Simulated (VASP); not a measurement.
# Mg6NO6 in VASP: notebook, part 2 of 2

VASP 6.6.1. Earlier steps stand in the parts before.

### Step 5. Overview

```tsv
cell	gap on the mesh (eV)	largest force (eV/Å)
as given, atomic positions A	3.08	1.75
as given, atomic positions B	3.06	1.75
as given, atomic positions C	2.94	1.75
```

Alike in all rows: task single point; level PBE; potentials or basis VASP PAW PBE potentials, release 64 (Mg, O, N); no spin polarisation; k mesh 5 × 5 × 1; cutoff (eV) 520; smearing gaussian 0.05 eV.

Caveats: the standard files for N, O and F lose accuracy on very short bonds.

Absolute energies hang on the potentials; compare differences alone.
